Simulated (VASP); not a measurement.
CsSbSI2, 5 atoms in the cell. The structure is tetragonal, space group P4/mmm (No. 123). Conventional cell: a = 6.322 Å, b = 6.322 Å, c = 5.085 Å, α = 90.00°, β = 90.00°, γ = 90.00°. Cs (site symmetry 4/mmm) has 8 I at 4.06 Å and 4 S at 4.47 Å and 2 Cs at 5.09 Å and 8 Sb at 5.14 Å within 5.3 Å. Within 3.4 Å of Sb (site symmetry 4/mmm) lie 2 S at 2.54 Å and 4 I at 3.16 Å. S (site symmetry 4/mmm) has 2 Sb at 2.54 Å within 3.4 Å. Within 4.2 Å of I (site symmetry mmm) lie 2 Sb at 3.16 Å and 4 Cs at 4.06 Å and 4 S at 4.06 Å. 

- Program: VASP 6.6.1
- Task: single point
- Functional: PBE
- Dispersion: D3(BJ)
- Potentials or basis: VASP PAW PBE potentials, release 64 (Cs_sv, Sb, S, I)
- Cutoff: 520 eV
- k mesh: 2 × 2 × 4
- Occupations: gaussian, width 0.1 eV
- Spin: no spin polarisation
- Dipole correction: no
- Further INCAR settings: ALGO = Normal; EDIFF = 1e-06; NBANDS = 25

Potentials or basis: VASP PAW PBE potentials, release 64 (Cs_sv, Sb, S, I).

The run is started by

```bash
$ cat potpaw_PBE.64/Cs_sv/POTCAR potpaw_PBE.64/Sb/POTCAR potpaw_PBE.64/S/POTCAR potpaw_PBE.64/I/POTCAR > POTCAR
$ mpirun -np 1 vasp_std > vasp.out
```

Hardware: 1 thread of Intel Xeon 6975P-C, on a shared host.

Problem. How long does it take, and how much memory?

Solution. It took 87 s on 1 thread of Intel Xeon 6975P-C (shared host), peak memory 0.31 GiB. Counts: scf iterations 14, k points 9.
